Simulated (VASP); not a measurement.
# Ti2C3 (P-3m1) in VASP: further runs

Ti2C3 is run at these levels: r2SCAN; tasks: relaxation of cell and atoms, single point.

Everything below comes from runs of VASP 6.6.1. Logs are shortened: lines on timing, memory, paths and dates and some standing lists are left out, and cuts for length are marked.

## (1) The cell of the first run

The structure is trigonal, space group P-3m1 (No. 164). The conventional cell has a = 3.349 Å, b = 3.349 Å, c = 5.211 Å, α = 90.00°, β = 90.00°, γ = 120.00°. Within 2.7 Å of Ti (site symmetry 3m) lie 7 C at 2.02 to 2.32 Å. Within 3.1 Å of C (site symmetry -3m) lie 6 Ti at 2.32 Å and 6 C at 2.68 Å. C (site symmetry 3m) has 4 Ti at 2.02 to 2.08 Å and 6 C at 2.45 to 2.68 Å within 2.7 Å.

## (2) Relaxation of cell and atoms, r2SCAN

The input, POSCAR:

```
Ti2C3
1.0
    3.3492061130      0.0000000000      0.0000000000
   -1.6746030565      2.9004975764      0.0000000000
    0.0000000000      0.0000000000      5.2108206784
Ti C
2 3
Direct
    0.3333333333      0.6666666667      0.2450000000
    0.6666666667      0.3333333333      0.7550000000
    0.0000000000      0.0000000000      0.0000000000
    0.3333333333      0.6666666667      0.6450000000
    0.6666666667      0.3333333333      0.3550000000
```

The input, INCAR.step1:

```
SYSTEM = Ti2C3
PREC     = Accurate       ! precision mode
ENCUT    = 600            ! plane-wave cutoff, eV
ISMEAR   = 0              ! smearing method
SIGMA    = 0.1            ! smearing width, eV
LREAL    = .False.        ! projectors in reciprocal space
LASPH    = .True.         ! aspherical terms in the spheres
NELM     = 100            ! most SCF steps
GGA      = PE             ! functional
ALGO     = Normal         ! electronic algorithm
EDIFF    = 1E-4           ! SCF threshold, eV
LWAVE    = .True.         ! write WAVECAR
LCHARG   = .False.        ! write CHGCAR
```

The input, INCAR.step2:

```
SYSTEM = Ti2C3
PREC     = Accurate       ! precision mode
ENCUT    = 600            ! plane-wave cutoff, eV
EDIFF    = 1E-6           ! SCF threshold, eV
ISMEAR   = 0              ! smearing method
SIGMA    = 0.1            ! smearing width, eV
LREAL    = .False.        ! projectors in reciprocal space
LASPH    = .True.         ! aspherical terms in the spheres
NELM     = 100            ! most SCF steps
ALGO     = Normal         ! electronic algorithm
ISIF     = 3              ! what is computed and relaxed
LWAVE    = .False.        ! write WAVECAR
LCHARG   = .False.        ! write CHGCAR
METAGGA  = R2SCAN         ! meta-GGA
LMIXTAU  = .True.       
IBRION   = 2              ! ionic algorithm
NSW      = 90             ! ionic steps
EDIFFG   = -0.04          ! ionic threshold
ISTART   = 1
```

The input, KPOINTS:

```
regular mesh
0
Gamma
  6 6 4
  0 0 0
```

Potentials or basis: VASP PAW PBE potentials, release 64 (Ti_sv, C).

Launch:

```bash
> cat potpaw_PBE.64/Ti_sv/POTCAR potpaw_PBE.64/C/POTCAR > POTCAR
> cp INCAR.step1 INCAR
> mpirun -np 1 vasp_std > vasp.out
> cp INCAR.step2 INCAR
> mpirun -np 1 vasp_std > vasp.out
```

OUTCAR:

```text
SYSTEM = Ti2C3
   PREC = Accurate
   ENCUT = 600
   EDIFF = 1E-6
   ISMEAR = 0
   LREAL = .False.
   LASPH = .True.
   NELM = 100
   ISIF = 3
   METAGGA = R2SCAN
   IBRION = 2
   NSW = 90
   EDIFFG = -0.04
   ISTART = 1

 ion  position               nearest neighbor table
   1  0.333  0.667  0.245-   5 2.02   5 2.02   5 2.02   4 2.08   3 2.32   3 2.32   3 2.32
   2  0.667  0.333  0.755-   4 2.02   4 2.02   4 2.02   5 2.08   3 2.32   3 2.32   3 2.32
   3  0.000  0.000  0.000-   1 2.32   2 2.32   2 2.32   1 2.32   2 2.32   1 2.32
   4  0.333  0.667  0.645-   2 2.02   2 2.02   2 2.02   1 2.08
   5  0.667  0.333  0.355-   1 2.02   1 2.02   1 2.02   2 2.08

  LATTYP: Found a hexagonal cell.
 ALAT       =     3.3492061130
 C/A-ratio  =     1.5558375635

  Lattice vectors:

 A1 = (   3.3492061130,   0.0000000000,   0.0000000000)
 A2 = (  -1.6746030565,   2.9004975764,   0.0000000000)
 A3 = (   0.0000000000,   0.0000000000,   5.2108206784)

Analysis of symmetry for initial positions (statically):
=====================================================================
 Subroutine PRICEL returns:
 Original cell was already a primitive cell.

 Routine SETGRP: Setting up the symmetry group for a
 hexagonal supercell.

 Subroutine GETGRP returns: Found 12 space group operations
 (whereof 12 operations were pure point group operations)
 out of a pool of 24 trial point group operations.

The static configuration has the point symmetry D_3d.

Analysis of symmetry for dynamics (positions and initial velocities):
=====================================================================
 Subroutine PRICEL returns:
 Original cell was already a primitive cell.

 Routine SETGRP: Setting up the symmetry group for a
 hexagonal supercell.

 Subroutine GETGRP returns: Found 12 space group operations
 (whereof 12 operations were pure point group operations)
 out of a pool of 24 trial point group operations.

The dynamic configuration has the point symmetry D_3d.

 Subroutine INISYM returns: Found 12 space group operations
 (whereof 12 operations are pure point group operations),
 and found     1 'primitive' translations

----------------------------------------------------------------------------------------

                                     Primitive cell

  volume of cell :      50.6198

  direct lattice vectors                    reciprocal lattice vectors
     3.349206113  0.000000000  0.000000000     0.298578220  0.172384216  0.000000000
    -1.674603057  2.900497576  0.000000000     0.000000000  0.344768432  0.000000000
     0.000000000  0.000000000  5.210820678     0.000000000  0.000000000  0.191908350

  length of vectors
     3.349206113  3.349206113  5.210820678     0.344768432  0.344768432  0.191908350

  position of ions in fractional coordinates (direct lattice)
     0.333333333  0.666666667  0.245000000
     0.666666667  0.333333333  0.755000000
     0.000000000  0.000000000  0.000000000
     0.333333333  0.666666667  0.645000000
     0.666666667  0.333333333  0.355000000

  ion indices of the primitive-cell ions
   primitive index   ion index
                 1           1
                 2           2
                 3           3
                 4           4
                 5           5

----------------------------------------------------------------------------------------

 KPOINTS: regular mesh

Automatic generation of k-mesh.
 Grid dimensions read from file:
 generate k-points for:    6    6    4

 Generating k-lattice:

  Cartesian coordinates                     Fractional coordinates (reciprocal lattice)
     0.049763037  0.028730703  0.000000000     0.166666667  0.000000000  0.000000000
     0.000000000  0.057461405  0.000000000     0.000000000  0.166666667  0.000000000
     0.000000000  0.000000000  0.047977088     0.000000000  0.000000000  0.250000000

  Length of vectors
     0.057461405  0.057461405  0.047977088

  Shift w.r.t. Gamma in fractional coordinates (k-lattice)
     0.000000000  0.000000000  0.000000000

 Subroutine IBZKPT returns following result:
 ===========================================

 Found     24 irreducible k-points:

 Following reciprocal coordinates:
            Coordinates               Weight
  0.000000  0.000000  0.000000      1.000000
  0.166667 -0.000000  0.000000      6.000000
  0.333333  0.000000  0.000000      6.000000
  0.500000 -0.000000  0.000000      3.000000
  0.166667  0.166667  0.000000      6.000000
  0.333333  0.166667  0.000000     12.000000
[... 16 lines left out ...]
  0.333333  0.166667  0.500000     12.000000
  0.333333  0.333333  0.500000      2.000000
   k-points           NKPTS =     24   k-points in BZ     NKDIM =     24   number of bands    NBANDS=     22
   number of dos      NEDOS =    301   number of ions     NIONS =      5
   total plane-waves  NPLWV =  32928
   dimension x,y,z NGX =    28 NGY =   28 NGZ =   42
   dimension x,y,z NGXF=    56 NGYF=   56 NGZF=   84
[... 22 lines left out ...]
   TEBEG  =    0.0;   TEEND  =   0.0 temperature during run
   PSTRESS=    0.0 pullay stress
   NELECT =      36.0000    total number of electrons
   NUPDOWN=      -1.0000    fix difference up-down
   EMIN   =  10.00;   EMAX   =-10.00  energy-range for DOS
   EFERMI =   0.00;   METHOD = LEGACY
   ISMEAR =     0;   SIGMA  =   0.10  broadening in eV -4-tet -1-fermi 0-gaus
   EFERMI_NEDOS =   21; number of points for ismear=-14 and -15
   IALGO  =     38    algorithm
   IMIX   =      4    mixing-type and parameters
     AMIX     =   0.40;   BMIX     =  1.00
     AMIX_MAG =   1.60;   BMIX_MAG =  1.00
  volume/ion in A,a.u.               =      10.12        68.32
  Fermi-wavevector in a.u.,A,eV,Ry     =   1.461287  2.761432 29.053329  2.135359
  Thomas-Fermi vector in A             =   2.577636
   LORBIT       =      0    0 simple, 1 ext, 2 COOP (PROOUT), +10 PAW based schemes
   METAGGA = R2SCAN    functional components
   LHFCALC =     F    Hartree Fock is set to
   AEXX    =    0.0000 exact exchange contribution
   IVDW    =     0    specifies the selected vdW correction
   LEPSILON=     F    determine dielectric tensor
   LRPA    =     F    only Hartree local field effects (RPA)
 conjugate gradient relaxation of ions
 non-spin polarized calculation
 Gauss-broadening in eV      SIGMA  =   0.10
  energy-cutoff  :      600.00
  volume of cell :       50.62
 maximum number of plane-waves:      1719
 NGX is ok and might be reduce to    28
   NGX = 13   NGY = 13   NGZ = 21

--------------------------------------- Ionic step        1  -------------------------------------------

 number of electron      36.0000004 magnetization

 Free energy of the ion-electron system (eV)
  ---------------------------------------------------
  ext. energy  EPLUGINS =         0.00000000
  ---------------------------------------------------
  free energy    TOTEN  =       -52.56642096 eV

  energy without entropy =      -52.55479844  energy(sigma->0) =      -52.56060970

------------------------ aborting loop because EDIFF is reached ----------------------------------------

  FORCE on cell =-STRESS in cart. coord.  units (eV):
  Direction    XX          YY          ZZ          XY          YZ          ZX
  --------------------------------------------------------------------------------------
  -------------------------------------------------------------------------------------
  Total        2.4706375      2.4706375      4.0037941     -0.0000000      0.0000000      0.0000000
  in kB       78.1986231     78.1986231    126.7248559     -0.0000000      0.0000000      0.0000000
  external PRESSURE =      94.3740341 kB  Pullay stress =       0.0000000 kB
[... 98 lines left out ...]
  FREE ENERGIE OF THE ION-ELECTRON SYSTEM (eV)
  ---------------------------------------------------
  free  energy   TOTEN  =       -52.8011875252 eV

  energy  without entropy=      -52.7873734454  energy(sigma->0) =      -52.79428049

 E-fermi :   9.8321     XC(G=0): -13.7417

 val. band max:        9.8108867674   @ k =   0.0000   0.0000   0.5000
 cond. band min:       9.8994202410   @ k =   0.0000   0.1667   0.2500
 fundamental gap:      0.0885334736
 Fermi energy:         9.8320558835

 k-point     1 :       0.0000    0.0000    0.0000
  band No.  band energies     occupation
      1     -49.1309      2.00000
      2     -49.0707      2.00000
      3     -24.6754      2.00000
      4     -24.2614      2.00000
      5     -24.0942      2.00000
      6     -24.0942      2.00000
[... 574 lines left out ...]
      6     -24.4714      2.00000
[... 14 lines left out ...]
     21      13.0409      0.00000
     22      13.0863      0.00000

[... ionic steps 4 to 23 ...]

--------------------------------------- Ionic step       24  -------------------------------------------

 number of electron      35.9999987 magnetization

------------------------ aborting loop because EDIFF is reached ----------------------------------------

  FORCE on cell =-STRESS in cart. coord.  units (eV):
  Direction    XX          YY          ZZ          XY          YZ          ZX
  --------------------------------------------------------------------------------------
  -------------------------------------------------------------------------------------
  Total       -0.1204436     -0.1204436      0.0049818     -0.0000000     -0.0000000      0.0000000
  in kB       -4.2491637     -4.2491637      0.1757536     -0.0000000     -0.0000000      0.0000000
  external PRESSURE =      -2.7741913 kB  Pullay stress =       0.0000000 kB
[... 63 lines left out ...]
  energy  without entropy=      -57.0933527263  energy(sigma->0) =      -57.09679721

--------------------------------------- Ionic step       26  -------------------------------------------

 number of electron      35.9999985 magnetization

 Free energy of the ion-electron system (eV)
  ---------------------------------------------------
  ext. energy  EPLUGINS =         0.00000000
  ---------------------------------------------------
  free energy    TOTEN  =       -57.10218713 eV

  energy without entropy =      -57.09537138  energy(sigma->0) =      -57.09877925

 E-fermi :  10.8803     XC(G=0): -13.7952

 val. band max:       10.8582370555   @ k =   0.1667   0.1667   0.2500
 cond. band min:      10.8944305030   @ k =   0.0000   0.1667   0.2500
 fundamental gap:      0.0361934475
 Fermi energy:        10.8802891287

 k-point     1 :       0.0000    0.0000    0.0000
  band No.  band energies     occupation
      1     -48.3882      2.00000
      2     -48.3182      2.00000
      3     -24.0014      2.00000
      4     -23.5329      2.00000
      5     -23.2864      2.00000
      6     -23.2864      2.00000
[... 621 lines left out ...]
  FREE ENERGIE OF THE ION-ELECTRON SYSTEM (eV)
  ---------------------------------------------------
  free  energy   TOTEN  =       -57.1021871337 eV

  energy  without entropy=      -57.0953713757  energy(sigma->0) =      -57.09877925

 reached required accuracy - stopping structural energy minimisation
```

It took 37 min on 1 thread of Intel Xeon Platinum 8488C (Sapphire Rapids), shared host; peak memory 0.2 GiB.

What came out:

| Quantity | Value |
| --- | --- |
| Free energy | -57.1022 eV |
| Relaxed volume | 9.08 Å³/atom |
| Relaxed cell | a = 2.876 Å, b = 2.876 Å, c = 6.336 Å, α = 90.00°, β = 90.00°, γ = 120.00° |
| Space group after relaxing (to 0.1 Å) | P-3m1 (No. 164) |
| Energy gained by relaxing | 907.2 meV/atom |
| Ionic steps | 26 |
| Pressure after relaxing | -0.2 GPa |
| Largest force after relaxing | 0.005 eV/Å |
| Band gap on the k mesh | zero (bands 18 and 19 overlap by 0.67 eV) |

Forces in eV/Å, atoms in the order of the input:
```
Ti   0.000  0.000  0.002
Ti   0.000  0.000 -0.002
C    0.000  0.000  0.000
C    0.000  0.000 -0.005
C    0.000  0.000  0.005
```

The path:
```
step  energy change (eV)  largest force (eV/Å)  pressure (GPa)  volume (Å³)
   1              0.0000                1.8580            9.44        50.62
   2             -0.2214                0.5497          -10.00        55.11
   3             -0.2348                0.7792           -6.79        54.18
   4             -0.5420                0.9997           -4.51        53.55
   5             -0.5787                1.3456           -3.26        53.32
   6             -0.9685                2.7226            2.84        51.31
   7             -1.1310                5.3968           26.94        44.67
   8             -1.4300                4.1452           10.72        48.44
   9             -1.4612                4.9196           16.40        46.81
  10             -1.5115                4.9657           16.12        46.67
  11             -1.6238                4.9320           15.75        46.21
  12             -1.6854                5.2679           15.79        45.25
  13             -1.9229                5.2204           13.01        45.36
  14             -2.6219                5.1025            5.65        45.67
  15             -3.7831                3.4520           -4.52        46.31
  16             -3.9714                1.8623          -11.07        47.58
  17             -4.2888                0.4202          -10.29        47.04
  18             -4.2926                0.4089           -9.94        46.97
  19             -4.3991                0.2067           -5.97        46.26
  20             -4.4915                0.3609            1.77        45.06
  21             -4.4956                0.4910            4.05        44.74
  22             -4.5158                0.3116            2.43        44.97
  23             -4.5309                0.3212           -0.36        45.43
  24             -4.5309                0.3193           -0.28        45.41
  25             -4.5338                0.2011           -0.26        45.41
  26             -4.5358                0.0053           -0.22        45.39
```

Final structure:
```yaml
crystal:
  lattice:
    - [2.87630, 0.00000, 0.00000]
    - [-1.43815, 2.49095, 0.00000]
    - [0.00000, 0.00000, 6.33580]
  atoms:
    - { symbol: Ti, position: [0.33333, 0.66667, 0.19026] }
    - { symbol: Ti, position: [0.66667, 0.33333, 0.80974] }
    - { symbol: C, position: [0.00000, 0.00000, 0.00000] }
    - { symbol: C, position: [0.33333, 0.66667, 0.54146] }
    - { symbol: C, position: [0.66667, 0.33333, 0.45854] }
```

Levels at points of the mesh, in eV from the Fermi level:
```tsv
k point	band 14	band 15	band 16	band 17	band 18	band 19	band 20	band 21	band 22
(0.00, 0.00, 0.00)	-4.23	-2.69	-2.69	-2.45	0.65	0.65	0.77	1.98	1.98
(0.50, 0.00, 0.00)	-5.77	-4.70	-3.53	-2.61	-2.55	1.87	1.89	1.99	3.10
(0.00, 0.00, 0.50)	-4.40	-2.21	-2.21	-1.57	0.23	0.23	1.07	1.64	1.64
(0.50, 0.00, 0.50)	-4.99	-4.27	-3.78	-2.91	-2.25	0.20	3.02	3.57	3.62
```

Caveat: the k points lie up to 0.42 Å⁻¹ apart in the final cell, too coarse for converged energies and pressures of a metal; a cell axis changed by over 15 % at a fixed basis, so the end point is rough; the PAW data sets were made with another functional, which shifts forces and pressure a little.

## (3) Single point, r2SCAN

This run uses another cell than the first one, of 9.03 Å³/atom.

The input, POSCAR:

```
Ti2C3
1.0
    2.8687352736      0.0000000000      0.0000000000
   -1.4343676368      2.4843976236      0.0000000000
    0.0000000000      0.0000000000      6.3336965624
Ti C
2 3
Direct
    0.3333333333      0.6666666667      0.1911430425
    0.6666666667      0.3333333333      0.8088569575
    0.0000000000      0.0000000000      0.0000000000
    0.3333333333      0.6666666667      0.5420484321
    0.6666666667      0.3333333333      0.4579515679
```

The input, INCAR.step1:

```
PREC     = Accurate       # precision mode
ENCUT    = 520            # plane-wave cutoff, eV
ISMEAR   = 0              # smearing method
SIGMA    = 0.1            # smearing width, eV
LREAL    = False          # projectors in reciprocal space
LASPH    = True           # aspherical terms in the spheres
NELM     = 60             # most SCF steps
NBANDS   = 26             # bands
GGA      = PE             # functional
ALGO     = Normal         # electronic algorithm
EDIFF    = 1E-4           # SCF threshold, eV
LWAVE    = True           # write WAVECAR
LCHARG   = False          # write CHGCAR
```

The input, INCAR.step2:

```
PREC     = Accurate       # precision mode
ENCUT    = 520            # plane-wave cutoff, eV
EDIFF    = 1E-6           # SCF threshold, eV
ISMEAR   = 0              # smearing method
SIGMA    = 0.1            # smearing width, eV
LREAL    = False          # projectors in reciprocal space
LASPH    = True           # aspherical terms in the spheres
NELM     = 60             # most SCF steps
ALGO     = Normal         # electronic algorithm
ISIF     = 2              # what is computed and relaxed
LWAVE    = False          # write WAVECAR
LCHARG   = False          # write CHGCAR
METAGGA  = R2SCAN         # meta-GGA
LMIXTAU  = True         
NBANDS   = 26             # bands
ISTART   = 1
```

The input, KPOINTS:

```
regular mesh
0
Gamma
  18 18 6
```

Potentials or basis: VASP PAW PBE potentials, release 64 (Ti_sv, C).

Launch:

```bash
> cat potpaw_PBE.64/Ti_sv/POTCAR potpaw_PBE.64/C/POTCAR > POTCAR
> cp INCAR.step1 INCAR
> mpirun -np 1 vasp_std > vasp.out
> cp INCAR.step2 INCAR
> mpirun -np 1 vasp_std > vasp.out
```

It took 7.8 min on 1 thread of Intel Xeon Platinum 8488C (Sapphire Rapids), shared host; peak memory 0.32 GiB.

It converged, with:

```
Free energy            : -57.1127 eV
Pressure               : 1.1 GPa
Largest force          : 0.034 eV/Å
Band gap on the k mesh : zero (bands 18 and 19 overlap by 0.67 eV)
```

Forces in eV/Å, atoms in the order of the input:
```
Ti   0.000  0.000  0.034
Ti   0.000  0.000 -0.034
C    0.000  0.000  0.000
C    0.000  0.000  0.018
C    0.000  0.000 -0.018
```

Stress tensor (GPa, compression positive):
```
1.01 0.00 0.00
0.00 1.01 0.00
0.00 0.00 1.34
```

Levels at points of the mesh, in eV from the Fermi level:
```csv
k point,band 16,band 17,band 18,band 19,band 20,band 21
"(0.00, 0.00, 0.00)",-2.76,-2.61,0.56,0.56,0.73,1.88
"(0.50, 0.00, 0.00)",-3.63,-2.68,-2.66,1.74,1.75,1.95
"(0.00, 0.00, 0.50)",-2.26,-1.68,0.12,0.12,0.93,1.55
"(0.50, 0.00, 0.50)",-3.88,-3.00,-2.37,0.10,2.94,3.24
```

Caveat: the PAW data sets were made with another functional, which shifts forces and pressure a little.
